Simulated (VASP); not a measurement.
# Ga2O (P-3m1) in VASP: relaxation of cell and atoms with PBEsol

Aim: the relaxation of cell and atoms of Ga2O with PBEsol.

Program: VASP 6.6.1. These are calculated values, not measurements. Logs are shortened: lines on timing, memory, paths and dates and some standing lists are left out, and cuts for length are marked.

## 1. The cell of the first run

It takes space group P-3m1 (No. 164, trigonal). The conventional cell has a = 3.627 Å, b = 3.627 Å, c = 8.884 Å, α = 90.00°, β = 90.00°, γ = 120.00°. Ga (site symmetry 3m) has 1 Ga at 2.13 Å and 3 O at 2.19 Å within 2.8 Å. Within 2.8 Å of Ga (site symmetry 3m) lie 3 Ga at 2.13 Å and 1 O at 2.51 Å. Within 2.9 Å of O (site symmetry 3m) lie 4 Ga at 2.19 to 2.51 Å.

## 2. Relaxation of cell and atoms, PBEsol

The input, INCAR:

```
PREC = Accurate
ENCUT = 600
EDIFF = 1E-7
ISMEAR = 0
SIGMA = 0.1
LREAL = False
LASPH = True
NELM = 60
ALGO = Normal
ISIF = 3
LWAVE = False
LCHARG = False
GGA = PS
IBRION = 2
NSW = 100
EDIFFG = -0.05
```

The input, KPOINTS:

```
Automatic mesh
0
Gamma
  6 6 2
```

The input, POSCAR:

```
Ga2O
1.0
    3.6270494248      0.0000000000      0.0000000000
   -1.8135247124      3.1411169427      0.0000000000
    0.0000000000      0.0000000000      8.8843145299
Ga O
4 2
Direct
    0.0000000000      0.0000000000      0.3800000000
    0.0000000000      0.0000000000      0.6200000000
    0.6666666667      0.3333333333      0.0230000000
    0.3333333333      0.6666666667      0.9770000000
    0.6666666667      0.3333333333      0.3060000000
    0.3333333333      0.6666666667      0.6940000000
```

Potentials or basis: VASP PAW PBE potentials, release 64 (Ga_d, O).

Started as:

```
> cat potpaw_PBE.64/Ga_d/POTCAR potpaw_PBE.64/O/POTCAR > POTCAR
> mpirun -np 1 vasp_std > vasp.out
```

OUTCAR:

```text
PREC = Accurate
   ENCUT = 600
   EDIFF = 1E-7
   ISMEAR = 0
   LREAL = False
   LASPH = True
   NELM = 60
   ISIF = 3
   GGA = PS
   IBRION = 2
   NSW = 100
   EDIFFG = -0.05

 ion  position               nearest neighbor table
   1  0.000  0.000  0.380-   2 2.13   5 2.19   5 2.19   5 2.19
   2  0.000  0.000  0.620-   1 2.13   6 2.19   6 2.19   6 2.19
   3  0.667  0.333  0.023-   4 2.13   4 2.13   4 2.13
   4  0.333  0.667  0.977-   3 2.13   3 2.13   3 2.13
   5  0.667  0.333  0.306-   1 2.19   1 2.19   1 2.19
   6  0.333  0.667  0.694-   2 2.19   2 2.19   2 2.19

  LATTYP: Found a hexagonal cell.
 ALAT       =     3.6270494248
 C/A-ratio  =     2.4494605640

  Lattice vectors:

 A1 = (   3.6270494248,   0.0000000000,   0.0000000000)
 A2 = (  -1.8135247124,   3.1411169427,   0.0000000000)
 A3 = (   0.0000000000,   0.0000000000,   8.8843145299)

Analysis of symmetry for initial positions (statically):
=====================================================================
 Subroutine PRICEL returns:
 Original cell was already a primitive cell.

 Routine SETGRP: Setting up the symmetry group for a
 hexagonal supercell.

 Subroutine GETGRP returns: Found 12 space group operations
 (whereof 12 operations were pure point group operations)
 out of a pool of 24 trial point group operations.

The static configuration has the point symmetry D_3d.

Analysis of symmetry for dynamics (positions and initial velocities):
=====================================================================
 Subroutine PRICEL returns:
 Original cell was already a primitive cell.

 Routine SETGRP: Setting up the symmetry group for a
 hexagonal supercell.

 Subroutine GETGRP returns: Found 12 space group operations
 (whereof 12 operations were pure point group operations)
 out of a pool of 24 trial point group operations.

The dynamic configuration has the point symmetry D_3d.

 Subroutine INISYM returns: Found 12 space group operations
 (whereof 12 operations are pure point group operations),
 and found     1 'primitive' translations

----------------------------------------------------------------------------------------

                                     Primitive cell

  volume of cell :     101.2189

  direct lattice vectors                    reciprocal lattice vectors
     3.627049425  0.000000000  0.000000000     0.275706196  0.159179047  0.000000000
    -1.813524712  3.141116943  0.000000000     0.000000000  0.318358093  0.000000000
     0.000000000  0.000000000  8.884314530     0.000000000  0.000000000  0.112557924

  length of vectors
     3.627049425  3.627049425  8.884314530     0.318358093  0.318358093  0.112557924

  position of ions in fractional coordinates (direct lattice)
     0.000000000  0.000000000  0.380000000
     0.000000000  0.000000000  0.620000000
     0.666666667  0.333333333  0.023000000
     0.333333333  0.666666667  0.977000000
     0.666666667  0.333333333  0.306000000
     0.333333333  0.666666667  0.694000000

  ion indices of the primitive-cell ions
   primitive index   ion index
                 1           1
                 2           2
                 3           3
                 4           4
                 5           5
                 6           6

----------------------------------------------------------------------------------------

 KPOINTS: Automatic mesh

Automatic generation of k-mesh.
 Grid dimensions read from file:
 generate k-points for:    6    6    2

 Generating k-lattice:

  Cartesian coordinates                     Fractional coordinates (reciprocal lattice)
     0.045951033  0.026529841  0.000000000     0.166666667  0.000000000  0.000000000
     0.000000000  0.053059682  0.000000000     0.000000000  0.166666667  0.000000000
     0.000000000  0.000000000  0.056278962     0.000000000  0.000000000  0.500000000

  Length of vectors
     0.053059682  0.053059682  0.056278962

  Shift w.r.t. Gamma in fractional coordinates (k-lattice)
     0.000000000  0.000000000  0.000000000

 Subroutine IBZKPT returns following result:
 ===========================================

 Found     14 irreducible k-points:

 Following reciprocal coordinates:
            Coordinates               Weight
  0.000000  0.000000  0.000000      1.000000
  0.166667  0.000000  0.000000      6.000000
  0.333333 -0.000000  0.000000      6.000000
  0.500000 -0.000000  0.000000      3.000000
  0.166667  0.166667  0.000000      6.000000
  0.333333  0.166667  0.000000     12.000000
  0.333333  0.333333  0.000000      2.000000
  0.000000  0.000000  0.500000      1.000000
  0.166667  0.000000  0.500000      6.000000
  0.333333 -0.000000  0.500000      6.000000
  0.500000 -0.000000  0.500000      3.000000
  0.166667  0.166667  0.500000      6.000000
  0.333333  0.166667  0.500000     12.000000
  0.333333  0.333333  0.500000      2.000000
   k-points           NKPTS =     14   k-points in BZ     NKDIM =     14   number of bands    NBANDS=     38
   number of dos      NEDOS =    301   number of ions     NIONS =      6
   total plane-waves  NPLWV =  64800
   dimension x,y,z NGX =    30 NGY =   30 NGZ =   72
   dimension x,y,z NGXF=    60 NGYF=   60 NGZF=  144
   ions per type =               4   2
   NGX,Y,Z   is equivalent  to a cutoff of  13.75, 13.75, 13.47 a.u.
   NGXF,Y,Z  is equivalent  to a cutoff of  27.50, 27.50, 26.95 a.u.
 SYSTEM =  unknown system
   PREC   = accura    normal or accurate (medium, high low for compatibility)
   ISTART =      0    job   : 0-new  1-cont  2-samecut
   ICHARG =      2    charge: 1-file 2-atom 10-const
   ISPIN  =      1    spin polarized calculation?
   LNONCOLLINEAR =      F non collinear calculations
   LSORBIT =      F    spin-orbit coupling
   LASPH  =      T    aspherical Exc in radial PAW
   ENCUT  =  600.0 eV  44.10 Ry    6.64 a.u.   7.24  7.24 17.74*2*pi/ulx,y,z
   NELM   =     60;   NELMIN=  2; NELMDL= -5     # of ELM steps
   EDIFF  = 0.1E-06   stopping-criterion for ELM
   LREAL  =      F    real-space projection
   EDIFFG = -.5E-01   stopping-criterion for IOM
   NSW    =    100    number of steps for IOM
   IBRION =      2    ionic relax: 0-MD 1-quasi-New 2-CG
   NFREE  =      1    steps in history (QN), initial steepest desc. (CG)
   ISIF   =      3    stress and relaxation
   ISYM   =      2    0-nonsym 1-usesym 2-fastsym
   POTIM  = 0.5000    time-step for ionic-motion
   TEBEG  =    0.0;   TEEND  =   0.0 temperature during run
   PSTRESS=    0.0 pullay stress
   NELECT =      64.0000    total number of electrons
   NUPDOWN=      -1.0000    fix difference up-down
   EMIN   =  10.00;   EMAX   =-10.00  energy-range for DOS
   EFERMI =   0.00;   METHOD = LEGACY
   ISMEAR =     0;   SIGMA  =   0.10  broadening in eV -4-tet -1-fermi 0-gaus
   EFERMI_NEDOS =   21; number of points for ismear=-14 and -15
   IALGO  =     38    algorithm
   IMIX   =      4    mixing-type and parameters
     AMIX     =   0.40;   BMIX     =  1.00
     AMIX_MAG =   1.60;   BMIX_MAG =  1.00
  volume/ion in A,a.u.               =      16.87       113.84
  Fermi-wavevector in a.u.,A,eV,Ry     =   1.405123  2.655297 26.862941  1.974370
  Thomas-Fermi vector in A             =   2.527616
   LORBIT       =      0    0 simple, 1 ext, 2 COOP (PROOUT), +10 PAW based schemes
   GGA     = PS    functional components
   LHFCALC =     F    Hartree Fock is set to
   AEXX    =    0.0000 exact exchange contribution
   IVDW    =     0    specifies the selected vdW correction
   LEPSILON=     F    determine dielectric tensor
   LRPA    =     F    only Hartree local field effects (RPA)
 conjugate gradient relaxation of ions
 non-spin polarized calculation
 Gauss-broadening in eV      SIGMA  =   0.10
  energy-cutoff  :      600.00
  volume of cell :      101.22
 maximum number of plane-waves:      3432
 NGX is ok and might be reduce to    30
   NGX = 15   NGY = 15   NGZ = 35

--------------------------------------- Ionic step        1  -------------------------------------------

 number of electron      63.9999982 magnetization

 Free energy of the ion-electron system (eV)
  ---------------------------------------------------
  ext. energy  EPLUGINS =         0.00000000
  ---------------------------------------------------
  free energy    TOTEN  =       -24.89590883 eV

  energy without entropy =      -24.88254428  energy(sigma->0) =      -24.88922655

------------------------ aborting loop because EDIFF is reached ----------------------------------------

  FORCE on cell =-STRESS in cart. coord.  units (eV):
  Direction    XX          YY          ZZ          XY          YZ          ZX
  --------------------------------------------------------------------------------------
  -------------------------------------------------------------------------------------
  Total        2.8313370      2.8313370      3.2486420      0.0000000      0.0000000     -0.0000000
  in kB       44.8167795     44.8167795     51.4222336      0.0000000      0.0000000     -0.0000000
  external PRESSURE =      47.0185975 kB  Pullay stress =       0.0000000 kB
[... 101 lines left out ...]
  FREE ENERGIE OF THE ION-ELECTRON SYSTEM (eV)
  ---------------------------------------------------
  free  energy   TOTEN  =       -26.1167686828 eV

  energy  without entropy=      -26.1063050330  energy(sigma->0) =      -26.11153686

 E-fermi :   4.1410     XC(G=0): -10.3497

 val. band max:        4.1359393305   @ k =   0.1667   0.0000   0.0000
 cond. band min:       4.1735311685   @ k =   0.5000  -0.0000   0.0000
 fundamental gap:      0.0375918379
 Fermi energy:         4.1409925162

 k-point     1 :       0.0000    0.0000    0.0000
  band No.  band energies     occupation
      1     -14.8915      2.00000
      2     -14.8153      2.00000
      3     -11.4215      2.00000
      4     -11.4215      2.00000
      5     -11.2558      2.00000
      6     -11.2558      2.00000
[... 563 lines left out ...]
     37       8.2372      0.00000
     38       8.2372      0.00000

[... ionic steps 4 to 36 ...]

--------------------------------------- Ionic step       37  -------------------------------------------

 number of electron      63.9999979 magnetization

------------------------ aborting loop because EDIFF is reached ----------------------------------------

  FORCE on cell =-STRESS in cart. coord.  units (eV):
  Direction    XX          YY          ZZ          XY          YZ          ZX
  --------------------------------------------------------------------------------------
  -------------------------------------------------------------------------------------
  Total        0.0870700      0.0870700      0.2600211      0.0000000     -0.0000000     -0.0000000
  in kB        1.5642257      1.5642257      4.6713189      0.0000000     -0.0000000     -0.0000000
  external PRESSURE =       2.5999235 kB  Pullay stress =       0.0000000 kB
[... 65 lines left out ...]
  energy  without entropy=      -29.1799894471  energy(sigma->0) =      -29.18259853

--------------------------------------- Ionic step       39  -------------------------------------------

 number of electron      64.0000003 magnetization

 Free energy of the ion-electron system (eV)
  ---------------------------------------------------
  ext. energy  EPLUGINS =         0.00000000
  ---------------------------------------------------
  free energy    TOTEN  =       -29.18817363 eV

  energy without entropy =      -29.18235006  energy(sigma->0) =      -29.18526184

 E-fermi :   6.2240     XC(G=0): -11.1642

 val. band max:        6.1056682239   @ k =   0.0000   0.0000   0.0000
 cond. band min:       6.2377197466   @ k =   0.5000  -0.0000   0.0000
 fundamental gap:      0.1320515227
 Fermi energy:         6.2239998386

 k-point     1 :       0.0000    0.0000    0.0000
  band No.  band energies     occupation
      1     -15.4479      2.00000
      2     -15.3985      2.00000
      3     -10.1540      2.00000
      4     -10.1540      2.00000
      5     -10.1460      2.00000
      6     -10.1456      2.00000
[... 596 lines left out ...]
  FREE ENERGIE OF THE ION-ELECTRON SYSTEM (eV)
  ---------------------------------------------------
  free  energy   TOTEN  =       -29.1881736308 eV

  energy  without entropy=      -29.1823500578  energy(sigma->0) =      -29.18526184

 reached required accuracy - stopping structural energy minimisation
```

Wall time 75 min (1 thread of Intel Xeon 8259CL, shared host); peak memory 0.28 GiB.

Results:

```
Free energy                           : -29.1882 eV
Relaxed volume                        : 14.94 Å³/atom
Relaxed cell                          : a = 3.055 Å, b = 3.055 Å, c = 11.092 Å, α = 90.00°, β = 90.00°, γ = 120.00°
Space group after relaxing (to 0.1 Å) : P-3m1 (No. 164)
Pressure after relaxing               : 0.0 GPa
Largest force after relaxing          : 0.046 eV/Å
Band gap on the k mesh                : zero (bands 32 and 33 overlap by 1.96 eV)
```

Forces in eV/Å, atoms in the order of the input:
```
Ga   0.000  0.000  0.023
Ga   0.000  0.000 -0.023
Ga   0.000  0.000  0.045
Ga   0.000  0.000 -0.045
O    0.000  0.000  0.046
O    0.000  0.000 -0.046
```

Final structure:
```
Ga O
1.0
     3.05498    0.00000    0.00000
    -1.52749    2.64569    0.00000
     0.00000    0.00000   11.09155
Ga O
4 2
Cartesian
  0.0000 0.0000 4.2900
  0.0000 0.0000 6.8015
  1.5275 0.8819 1.1001
  0.0000 1.7638 9.9914
  1.5275 0.8819 3.4456
  0.0000 1.7638 7.6459
```

Levels at points of the mesh, in eV from the Fermi level:
| k point | band 28 | band 29 | band 30 | band 31 | band 32 | band 33 | band 34 | band 35 | band 36 | band 37 |
| --- | --- | --- | --- | --- | --- | --- | --- | --- | --- | --- |
| (0.00, 0.00, 0.00) | -4.94 | -4.92 | -4.92 | -4.77 | -1.09 | -0.12 | 2.28 | 5.30 | 7.89 | 7.89 |
| (0.50, 0.00, 0.00) | -5.86 | -5.09 | -4.38 | -3.78 | -1.53 | -1.02 | 0.01 | 2.10 | 2.51 | 4.49 |
| (0.00, 0.00, 0.50) | -4.94 | -4.92 | -4.92 | -3.22 | -2.43 | 1.13 | 1.45 | 5.83 | 7.33 | 7.88 |
| (0.50, 0.00, 0.50) | -5.86 | -5.21 | -4.46 | -3.50 | -1.60 | -1.05 | -0.15 | 2.47 | 2.49 | 4.41 |

Caveat: a cell axis changed by over 15 % at a fixed basis, so the end point is rough; the PAW data sets were made with another functional, which shifts forces and pressure a little; the relaxation stopped at a loose force limit of 0.05 eV/Å, so its end isn't a converged minimum.
